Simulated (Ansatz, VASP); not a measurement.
# V: VASP beside Ansatz

File INCAR:

```
SYSTEM = V
PREC     = Accurate       ! precision mode
ENCUT    = 520            ! plane-wave cutoff, eV
EDIFF    = 1E-7           ! SCF threshold, eV
ISMEAR   = -1             ! smearing method
SIGMA    = 0.1            ! smearing width, eV
LREAL    = .False.        ! projectors in reciprocal space
LASPH    = .True.         ! aspherical terms in the spheres
NELM     = 80             ! most SCF steps
ALGO     = Normal         ! electronic algorithm
ISIF     = 2              ! what is computed and relaxed
LWAVE    = .False.        ! write WAVECAR
LCHARG   = .False.        ! write CHGCAR
NBANDS   = 26             ! bands
```

The input KPOINTS:

```
Automatic mesh
0
Gamma
  9 9 15
  0 0 0
```

POSCAR

```
V
1.0
    4.5348795445      0.0000000000      0.0000000000
   -2.2674397723      3.9273208886      0.0000000000
    0.0000000000      0.0000000000      2.4011129159
V
3
Direct
    0.0000000000      1.0000000000      0.0000000000
    0.3333333333      0.6666666667      0.5000000000
    0.6666666667      0.3333333333      0.5000000000
```

Input for Ansatz:

```yaml
crystal:
  lattice:
    - [4.5348795445, 0.0, 0.0]
    - [-2.2674397723, 3.9273208886, 0.0]
    - [0.0, 0.0, 2.4011129159]
  atoms:
    - { symbol: V, position: [0.0, 1.0, 0.0] }
    - { symbol: V, position: [0.3333333333, 0.6666666667, 0.5] }
    - { symbol: V, position: [0.6666666667, 0.3333333333, 0.5] }
hamiltonian:
  xc: lda
  pseudopotentials:
    kind: paw
    azcp:
      V: "pseudopotentials/V.paw.azcp"
basis:
  ecutwfc: 420
  fft_grid_basis: typed
kpoints:
  mp_grid: { grid: [9, 9, 15], shift: [0, 0, 0] }
magnetization:
  spin_polarized: false
scf:
  occupations: { method: fermi_dirac, width: 0.1 }
  lower_state_search: "off"
output:
  stress: true
```

Alike in both runs: task single point; functional LDA; k mesh 9 × 9 × 15; occupations fermi-dirac, width 0.1 eV; no spin polarisation.

```csv
,VASP,Ansatz
version,VASP 6.6.1,Ansatz 0.2.0
potentials or method,"VASP PAW LDA potentials, release 64 (V_sv), cutoff 520 eV","plane waves (420 eV) with PAW, scalar-relativistic"
valence electrons in the cell,39,39
```

|  | VASP | Ansatz | Ansatz less VASP |
| --- | --- | --- | --- |
| pressure (GPa) | -18.1 | -18.5 | -0.41 |
| traceless stress, the component that is largest in VASP (GPa) | -0.26 | -0.44 | -0.178 |

Ansatz warns that its potentials were made for another functional, while VASP's fit it. LDA's correlation is that of Perdew and Zunger in VASP and of Perdew and Wang (1992) in Ansatz.
